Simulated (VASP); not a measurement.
AlN:

```xyz
4
Lattice="3.1130 0.0000 0.0000 -1.5565 2.6959 0.0000 0.0000 0.0000 4.9810" Properties=species:S:1:pos:R:3 pbc="T T T"
Al    1.5565    0.8986    2.4905
Al    0.0000    1.7973    0.0000
N     1.5565    0.8986    4.3833
N     0.0000    1.7973    1.8928
```

```yaml
Program: VASP 6.6.1
Task: relaxation of cell and atoms
Functional: RPBE
Potentials_or_basis: VASP PAW PBE potentials, release 64 (Al, N)
Cutoff: 600 eV
k_mesh: 10 × 10 × 6
Occupations: fermi-dirac, width 0.05 eV
Spin: no spin polarisation
```

At the start: pressure 6.6 GPa; volume 10.45 Å³/atom.

Where does the relaxation end?

Over 3 steps the energy falls by 7.3 meV/atom and the volume is 10.80 Å³/atom (+3.4 %); space group P6_3mc (No. 186, to 0.05 Å).

Step by step:
| step | energy change (eV) | largest force (eV/Å) | pressure (GPa) | volume (Å³) |
| --- | --- | --- | --- | --- |
| 1 | 0.0000 | 0.1364 | 6.61 | 41.80 |
| 2 | -0.0081 | 0.0916 | -5.06 | 44.46 |
| 3 | -0.0293 | 0.0007 | -0.01 | 43.21 |

Final structure:
```cif
data_structure
_symmetry_space_group_name_H-M 'P 1'
_symmetry_Int_Tables_number 1
_cell_length_a 3.1449
_cell_length_b 3.1449
_cell_length_c 5.0448
_cell_angle_alpha 90.000
_cell_angle_beta 90.000
_cell_angle_gamma 120.000
_cell_volume 43.21
loop_
_atom_site_label
_atom_site_type_symbol
_atom_site_fract_x
_atom_site_fract_y
_atom_site_fract_z
_atom_site_occupancy
Al1 Al 0.66667 0.33333 0.49928 1
Al2 Al 0.33333 0.66667 0.99928 1
N1 N 0.66667 0.33333 0.88072 1
N2 N 0.33333 0.66667 0.38072 1
```

Caveat: the PAW data sets were made with another functional, which shifts forces and pressure a little.
